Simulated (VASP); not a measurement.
Wanted: the native input for a VASP 6.6.1 run.

```yaml
Task: single point
Functional: PBE
Potentials_or_basis: VASP PAW PBE potentials, release 64 (Ag, O)
Cutoff: 520 eV
k_mesh: 18 × 18 × 18
Occupations: fermi-dirac, width 0.0612256 eV
Spin: no spin polarisation
Dipole_correction: no
Further_INCAR_settings: ALGO = Normal; EDIFF = 1e-06; NBANDS = 18
```

The structure of AgO2 (fluorite type) lies in POSCAR:

```
AgO2
1.0
    0.0000000000      2.5282597599      2.5282597599
    2.5282597599      0.0000000000      2.5282597599
    2.5282597599      2.5282597599      0.0000000000
Ag O
1 2
Direct
    0.0000000000      0.0000000000      0.0000000000
    0.2500000000      0.2500000000      0.2500000000
    0.7500000000      0.7500000000      0.7500000000
```

These files were run (other wordings do the same):

INCAR

```
ALGO     = Normal         # electronic algorithm
EDIFF    = 1E-6           # SCF threshold, eV
ENCUT    = 520            # plane-wave cutoff, eV
GGA      = PE             # functional
ISIF     = 2              # what is computed and relaxed
ISMEAR   = -1             # smearing method
LASPH    = T              # aspherical terms in the spheres
LCHARG   = F              # write CHGCAR
LREAL    = F              # projectors in reciprocal space
LWAVE    = F              # write WAVECAR
NBANDS   = 18             # bands
NELM     = 60             # most SCF steps
PREC     = Accurate       # precision mode
SIGMA    = 0.06122561905347299 # smearing width, eV
```

KPOINTS

```
k-points
0
Gamma
  18 18 18
```

Potentials or basis: VASP PAW PBE potentials, release 64 (Ag, O).

Run with:

```bash
$ cat potpaw_PBE.64/Ag/POTCAR potpaw_PBE.64/O/POTCAR > POTCAR
$ mpirun -np 1 vasp_std > vasp.out
```

Results of the run:

| Property | Result |
| --- | --- |
| Pressure | 10.4 GPa |
| Band gap on the k mesh | zero (an odd number of electrons rules out a gap without spin polarisation) |

Caveat: the cell stands under pressure; an odd number of electrons without spin polarisation forces a metal; a magnetic or distorted state may lie lower.

Wall time 96 s on 1 thread of Intel(R) Xeon(R) Platinum 8488C (Sapphire Rapids) (shared host), peak memory 0.24 GiB.
